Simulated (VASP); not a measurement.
# SnC2 (P6_3/mmc) in VASP: relaxation of cell and atoms with PBE

Aim: the relaxation of cell and atoms of SnC2 with PBE.

Everything below comes from runs of VASP 6.6.1. Logs are shortened: lines on timing, memory, paths and dates and some standing lists are left out, and cuts for length are marked.

## 1. The cell of the first run

Symmetry: P6_3/mmc, No. 194, hexagonal system. Conventional cell: a = 4.019 Å, b = 4.019 Å, c = 8.089 Å, α = 90.00°, β = 90.00°, γ = 120.00°. Sn (site symmetry -3m) has 6 C at 2.33 Å within 3.1 Å. Within 3.1 Å of C (site symmetry 3m) lie 3 Sn at 2.33 Å and 3 C at 2.37 Å.

The cell was generated, and may not be a known phase.

## 2. Relaxation of cell and atoms, PBE

Contents of INCAR:

```
PREC = Accurate ; ENCUT = 600
EDIFF = 1E-7 ; ISMEAR = 0
SIGMA = 0.2 ; LREAL = False
LASPH = True ; NELM = 120
ALGO = Normal ; ISIF = 3
LWAVE = False ; LCHARG = False
GGA = PE ; IBRION = 2
NSW = 36 ; EDIFFG = -0.08
GGA_COMPAT = False ; NELMIN = 4
```

Contents of KPOINTS:

```
Automatic mesh
0
Gamma
  5 5 2
```

Contents of POSCAR:

```
SnC2
1.0
    4.0189166300      0.0000000000      0.0000000000
   -2.0094583200      3.4804839000      0.0000000000
    0.0000000000      0.0000000000      8.0888836600
Sn C
2 4
Direct
    0.0000000000      0.0000000000      0.0000000000
    0.0000000000      0.0000000000      0.5000000000
    0.3333333300      0.6666666700      0.0291645900
    0.6666666700      0.3333333300      0.5291645900
    0.6666666700      0.3333333300      0.9708354100
    0.3333333300      0.6666666700      0.4708354100
```

Potentials or basis: VASP PAW PBE potentials, release 64 (Sn_d, C).

On the command line:

```
cat potpaw_PBE.64/Sn_d/POTCAR potpaw_PBE.64/C/POTCAR > POTCAR
mpirun -np 1 vasp_std > vasp.out
```

OUTCAR:

```text
PREC = Accurate
   ENCUT = 600
   EDIFF = 1E-7
   ISMEAR = 0
   LREAL = False
   LASPH = True
   NELM = 120
   ISIF = 3
   GGA = PE
   IBRION = 2
   NSW = 36
   EDIFFG = -0.08
   NELMIN = 4

 ion  position               nearest neighbor table
   1  0.000  0.000  0.000-   3 2.33   5 2.33   5 2.33   3 2.33   5 2.33   3 2.33
   2  0.000  0.000  0.500-   4 2.33   6 2.33   4 2.33   6 2.33   4 2.33   6 2.33
   3  0.333  0.667  0.029-   1 2.33   1 2.33   1 2.33
   4  0.667  0.333  0.529-   2 2.33   2 2.33   2 2.33
   5  0.667  0.333  0.971-   1 2.33   1 2.33   1 2.33
   6  0.333  0.667  0.471-   2 2.33   2 2.33   2 2.33

  LATTYP: Found a hexagonal cell.
 ALAT       =     4.0189166300
 C/A-ratio  =     2.0127025277

  Lattice vectors:

 A1 = (   4.0189166300,   0.0000000000,   0.0000000000)
 A2 = (  -2.0094583200,   3.4804839000,   0.0000000000)
 A3 = (   0.0000000000,   0.0000000000,   8.0888836600)

Analysis of symmetry for initial positions (statically):
=====================================================================
 Subroutine PRICEL returns:
 Original cell was already a primitive cell.

 Routine SETGRP: Setting up the symmetry group for a
 hexagonal supercell.

 Subroutine GETGRP returns: Found 24 space group operations
 (whereof 12 operations were pure point group operations)
 out of a pool of 24 trial point group operations.

The static configuration has the point symmetry D_3d.
 The point group associated with its full space group is D_6h.

Analysis of symmetry for dynamics (positions and initial velocities):
=====================================================================
 Subroutine PRICEL returns:
 Original cell was already a primitive cell.

 Routine SETGRP: Setting up the symmetry group for a
 hexagonal supercell.

 Subroutine GETGRP returns: Found 24 space group operations
 (whereof 12 operations were pure point group operations)
 out of a pool of 24 trial point group operations.

The dynamic configuration has the point symmetry D_3d.
 The point group associated with its full space group is D_6h.

 Subroutine INISYM returns: Found 24 space group operations
 (whereof 12 operations are pure point group operations),
 and found     1 'primitive' translations

----------------------------------------------------------------------------------------

                                     Primitive cell

  volume of cell :     113.1455

  direct lattice vectors                    reciprocal lattice vectors
     4.018916630  0.000000000  0.000000000     0.248823276  0.143658185  0.000000000
    -2.009458320  3.480483900  0.000000000     0.000000000  0.287316370  0.000000000
     0.000000000  0.000000000  8.088883660     0.000000000  0.000000000  0.123626454

  length of vectors
     4.018916630  4.018916635  8.088883660     0.287316370  0.287316370  0.123626454

  position of ions in fractional coordinates (direct lattice)
     0.000000000  0.000000000  0.000000000
     0.000000000  0.000000000  0.500000000
     0.333333330  0.666666670  0.029164590
     0.666666670  0.333333330  0.529164590
     0.666666670  0.333333330  0.970835410
     0.333333330  0.666666670  0.470835410

  ion indices of the primitive-cell ions
   primitive index   ion index
                 1           1
                 2           2
                 3           3
                 4           4
                 5           5
                 6           6

----------------------------------------------------------------------------------------

 KPOINTS: Automatic mesh

Automatic generation of k-mesh.
 Grid dimensions read from file:
 generate k-points for:    5    5    2

 Generating k-lattice:

  Cartesian coordinates                     Fractional coordinates (reciprocal lattice)
     0.049764655  0.028731637  0.000000000     0.200000000  0.000000000  0.000000000
     0.000000000  0.057463274  0.000000000     0.000000000  0.200000000  0.000000000
     0.000000000  0.000000000  0.061813227     0.000000000  0.000000000  0.500000000

  Length of vectors
     0.057463274  0.057463274  0.061813227

  Shift w.r.t. Gamma in fractional coordinates (k-lattice)
     0.000000000  0.000000000  0.000000000

 Subroutine IBZKPT returns following result:
 ===========================================

 Found     10 irreducible k-points:

 Following reciprocal coordinates:
            Coordinates               Weight
  0.000000  0.000000  0.000000      1.000000
  0.200000 -0.000000  0.000000      6.000000
  0.400000 -0.000000  0.000000      6.000000
  0.200000  0.200000  0.000000      6.000000
  0.400000  0.200000  0.000000      6.000000
  0.000000  0.000000  0.500000      1.000000
  0.200000 -0.000000  0.500000      6.000000
  0.400000 -0.000000  0.500000      6.000000
  0.200000  0.200000  0.500000      6.000000
  0.400000  0.200000  0.500000      6.000000
   k-points           NKPTS =     10   k-points in BZ     NKDIM =     10   number of bands    NBANDS=     26
   number of dos      NEDOS =    301   number of ions     NIONS =      6
   total plane-waves  NPLWV =  71680
   dimension x,y,z NGX =    32 NGY =   32 NGZ =   70
   dimension x,y,z NGXF=    64 NGYF=   64 NGZF=  140
   ions per type =               2   4
   NGX,Y,Z   is equivalent  to a cutoff of  13.24, 13.24, 14.39 a.u.
   NGXF,Y,Z  is equivalent  to a cutoff of  26.47, 26.47, 28.77 a.u.
 SYSTEM =  unknown system
   PREC   = accura    normal or accurate (medium, high low for compatibility)
   ISTART =      0    job   : 0-new  1-cont  2-samecut
   ICHARG =      2    charge: 1-file 2-atom 10-const
   ISPIN  =      1    spin polarized calculation?
   LNONCOLLINEAR =      F non collinear calculations
   LSORBIT =      F    spin-orbit coupling
   LASPH  =      T    aspherical Exc in radial PAW
   ENCUT  =  600.0 eV  44.10 Ry    6.64 a.u.   8.03  8.03 16.16*2*pi/ulx,y,z
   NELM   =    120;   NELMIN=  4; NELMDL= -5     # of ELM steps
   EDIFF  = 0.1E-06   stopping-criterion for ELM
   LREAL  =      F    real-space projection
   EDIFFG = -.8E-01   stopping-criterion for IOM
   NSW    =     36    number of steps for IOM
   IBRION =      2    ionic relax: 0-MD 1-quasi-New 2-CG
   NFREE  =      1    steps in history (QN), initial steepest desc. (CG)
   ISIF   =      3    stress and relaxation
   ISYM   =      2    0-nonsym 1-usesym 2-fastsym
   POTIM  = 0.5000    time-step for ionic-motion
   TEBEG  =    0.0;   TEEND  =   0.0 temperature during run
   PSTRESS=    0.0 pullay stress
   NELECT =      44.0000    total number of electrons
   NUPDOWN=      -1.0000    fix difference up-down
   EMIN   =  10.00;   EMAX   =-10.00  energy-range for DOS
   EFERMI =   0.00;   METHOD = LEGACY
   ISMEAR =     0;   SIGMA  =   0.20  broadening in eV -4-tet -1-fermi 0-gaus
   EFERMI_NEDOS =   21; number of points for ismear=-14 and -15
   IALGO  =     38    algorithm
   IMIX   =      4    mixing-type and parameters
     AMIX     =   0.40;   BMIX     =  1.00
     AMIX_MAG =   1.60;   BMIX_MAG =  1.00
  volume/ion in A,a.u.               =      18.86       127.26
  Fermi-wavevector in a.u.,A,eV,Ry     =   1.194942  2.258112 19.427558  1.427885
  Thomas-Fermi vector in A             =   2.330919
   LORBIT       =      0    0 simple, 1 ext, 2 COOP (PROOUT), +10 PAW based schemes
   GGA     = PE    functional components
   LHFCALC =     F    Hartree Fock is set to
   AEXX    =    0.0000 exact exchange contribution
   IVDW    =     0    specifies the selected vdW correction
   LEPSILON=     F    determine dielectric tensor
   LRPA    =     F    only Hartree local field effects (RPA)
 conjugate gradient relaxation of ions
 non-spin polarized calculation
 Gauss-broadening in eV      SIGMA  =   0.20
  energy-cutoff  :      600.00
  volume of cell :      113.15
 maximum number of plane-waves:      3790
   NGX = 17   NGY = 17   NGZ = 33

--------------------------------------- Ionic step        1  -------------------------------------------

 number of electron      43.9999999 magnetization

 Free energy of the ion-electron system (eV)
  ---------------------------------------------------
  ext. energy  EPLUGINS =         0.00000000
  ---------------------------------------------------
  free energy    TOTEN  =       -26.47371140 eV

  energy without entropy =      -26.43429999  energy(sigma->0) =      -26.45400569

 E-fermi :   3.9635     XC(G=0):  -9.2566

 val. band max:        3.6919692278   @ k =   0.4000  -0.0000   0.5000
 cond. band min:       3.9992980704   @ k =   0.2000   0.2000   0.0000
 fundamental gap:      0.3073288426
 Fermi energy:         3.9635340400

 k-point     1 :       0.0000    0.0000    0.0000
  band No.  band energies     occupation
      1     -17.5422      2.00000
      2     -17.5242      2.00000
      3     -17.3746      2.00000
      4     -17.3746      2.00000
      5     -17.3700      2.00000
      6     -17.3700      2.00000
[... 18 lines left out ...]
     25       3.1201      2.00000
     26       4.1096      0.30165

 k-point     2 :       0.2000   -0.0000    0.0000
  band No.  band energies     occupation
      1     -17.5250      2.00000
      2     -17.5064      2.00000
      3     -17.3813      2.00000
      4     -17.3762      2.00000
      5     -17.3733      2.00000
      6     -17.3683      2.00000
[... 18 lines left out ...]
     25       4.5734      0.00002
[... 364 lines left out ...]
 VOLUME and BASIS-vectors are now :
 -----------------------------------------------------------------------------
  energy-cutoff  :      600.00
  volume of cell :      111.85
      direct lattice vectors                 reciprocal lattice vectors
     4.000568213  0.000000000 -0.000000000     0.249964492  0.144317067  0.000000000
    -2.000284112  3.464593705  0.000000000    -0.000000000  0.288634133 -0.000000000
    -0.000000000  0.000000000  8.069745990     0.000000000 -0.000000000  0.123919638

 POSITION                                       TOTAL-FORCE (eV/Angst)
 -----------------------------------------------------------------------------------
      0.00000      0.00000      0.00000        -0.000000      0.000000     -0.000000
      0.00000      0.00000      4.03487        -0.000000     -0.000000     -0.000000
     -0.00000      2.30973      0.22211         0.000000     -0.000000     -0.102878
      2.00028      1.15486      4.25699         0.000000      0.000000     -0.102878
      2.00028      1.15486      7.84763        -0.000000      0.000000      0.102878
     -0.00000      2.30973      3.81276        -0.000000     -0.000000      0.102878
 -----------------------------------------------------------------------------------
    total drift:                               -0.000000      0.000000      0.000000

  FREE ENERGIE OF THE ION-ELECTRON SYSTEM (eV)
  ---------------------------------------------------
  free  energy   TOTEN  =       -26.4821390639 eV

  energy  without entropy=      -26.4437912232  energy(sigma->0) =      -26.46296514

--------------------------------------- Ionic step        5  -------------------------------------------

 number of electron      44.0000002 magnetization

 Free energy of the ion-electron system (eV)
  ---------------------------------------------------
  ext. energy  EPLUGINS =         0.00000000
  ---------------------------------------------------
  free energy    TOTEN  =       -26.49000685 eV

  energy without entropy =      -26.45292103  energy(sigma->0) =      -26.47146394

 E-fermi :   4.0763     XC(G=0):  -9.3074

 val. band max:        4.0177363336   @ k =   0.4000   0.2000   0.0000
 cond. band min:       4.1550189658   @ k =   0.2000   0.2000   0.0000
 fundamental gap:      0.1372826322
 Fermi energy:         4.0763220901

 k-point     1 :       0.0000    0.0000    0.0000
  band No.  band energies     occupation
      1     -17.4474      2.00000
      2     -17.4283      2.00000
      3     -17.2711      2.00000
      4     -17.2711      2.00000
      5     -17.2666      2.00000
      6     -17.2666      2.00000
[... 18 lines left out ...]
     25       3.2768      2.00000
     26       4.3323      0.07026

 k-point     2 :       0.2000   -0.0000    0.0000
  band No.  band energies     occupation
      1     -17.4291      2.00000
      2     -17.4094      2.00000
      3     -17.2780      2.00000
      4     -17.2728      2.00000
      5     -17.2691      2.00000
      6     -17.2638      2.00000
[... 18 lines left out ...]
     25       4.6966      0.00001
[... 236 lines left out ...]
  FORCE on cell =-STRESS in cart. coord.  units (eV):
  Direction    XX          YY          ZZ          XY          YZ          ZX
  --------------------------------------------------------------------------------------
  -------------------------------------------------------------------------------------
  Total        0.1192279      0.1192279      0.1819014     -0.0000000      0.0000000      0.0000000
  in kB        1.7100331      1.7100331      2.6089323     -0.0000000      0.0000000      0.0000000
  external PRESSURE =       2.0096662 kB  Pullay stress =       0.0000000 kB

 VOLUME and BASIS-vectors are now :
 -----------------------------------------------------------------------------
  energy-cutoff  :      600.00
  volume of cell :      111.71
      direct lattice vectors                 reciprocal lattice vectors
     4.004702880  0.000000000 -0.000000000     0.249706415  0.144168066  0.000000000
    -2.002351445  3.468174432  0.000000000    -0.000000000  0.288336132 -0.000000000
    -0.000000000  0.000000000  8.042899229     0.000000000 -0.000000000  0.124333275

 POSITION                                       TOTAL-FORCE (eV/Angst)
 -----------------------------------------------------------------------------------
      0.00000      0.00000      0.00000         0.000000      0.000000      0.000000
      0.00000      0.00000      4.02145         0.000000     -0.000000      0.000000
     -0.00000      2.31212      0.19894         0.000000     -0.000000     -0.070566
      2.00235      1.15606      4.22039        -0.000000      0.000000     -0.070566
      2.00235      1.15606      7.84396        -0.000000      0.000000      0.070566
     -0.00000      2.31212      3.82251        -0.000000     -0.000000      0.070566
 -----------------------------------------------------------------------------------
    total drift:                               -0.000000      0.000000      0.000000

  FREE ENERGIE OF THE ION-ELECTRON SYSTEM (eV)
  ---------------------------------------------------
  free  energy   TOTEN  =       -26.4900068469 eV

  energy  without entropy=      -26.4529210255  energy(sigma->0) =      -26.47146394

 reached required accuracy - stopping structural energy minimisation
```

Wall time 64 s (1 thread of Intel Xeon 6975P-C (Granite Rapids), shared host); peak memory 0.27 GiB.

What came out:

* Free energy: -26.4900 eV
* Relaxed volume: 18.62 Å³/atom
* Relaxed cell: a = 4.005 Å, b = 4.005 Å, c = 8.043 Å, α = 90.00°, β = 90.00°, γ = 120.00°
* Space group after relaxing (to 0.1 Å): P6_3/mmc (No. 194)
* Energy gained by relaxing: 2.7 meV/atom
* Ionic steps: 5
* Pressure after relaxing: 0.2 GPa
* Largest force after relaxing: 0.071 eV/Å

Forces on the atoms (eV/Å):
```
Sn   0.000  0.000  0.000
Sn   0.000  0.000  0.000
C    0.000  0.000 -0.071
C    0.000  0.000 -0.071
C    0.000  0.000  0.071
C    0.000  0.000  0.071
```

Step by step:
| step | energy change (eV) | largest force (eV/Å) | pressure (GPa) | volume (Å³) |
| --- | --- | --- | --- | --- |
| 1 | 0.0000 | 0.1316 | -0.72 | 113.15 |
| 2 | -0.0049 | 0.1112 | 0.32 | 111.77 |
| 3 | -0.0050 | 0.1132 | 0.22 | 111.90 |
| 4 | -0.0084 | 0.1029 | 0.23 | 111.85 |
| 5 | -0.0163 | 0.0706 | 0.20 | 111.71 |

Final structure:
```
Sn C
1.0
     4.00470    0.00000    0.00000
    -2.00235    3.46817    0.00000
     0.00000    0.00000    8.04290
Sn C
2 4
Direct
  0.00000 0.00000 0.00000
  0.00000 0.00000 0.50000
  0.33333 0.66667 0.02473
  0.66667 0.33333 0.52473
  0.66667 0.33333 0.97527
  0.33333 0.66667 0.47527
```

Levels at points of the mesh, in eV from the Fermi level:
```csv
k point,band 18,band 19,band 20,band 21,band 22,band 23,band 24,band 25,band 26
"(0.00, 0.00, 0.00)",-2.34,-2.34,-2.29,-1.49,-1.49,-1.32,-1.32,-0.80,0.26
"(0.00, 0.00, 0.50)",-2.39,-2.39,-2.39,-1.40,-1.40,-1.40,-1.40,-0.21,-0.21
```

Caveat: the k points lie up to 0.39 Å⁻¹ apart in the final cell; the highest band is partly filled, so the run has too few bands; spin-orbit coupling is left out, which moves the levels of the heavy elements; the relaxation stopped at a loose force limit of 0.08 eV/Å, so its end isn't a converged minimum.
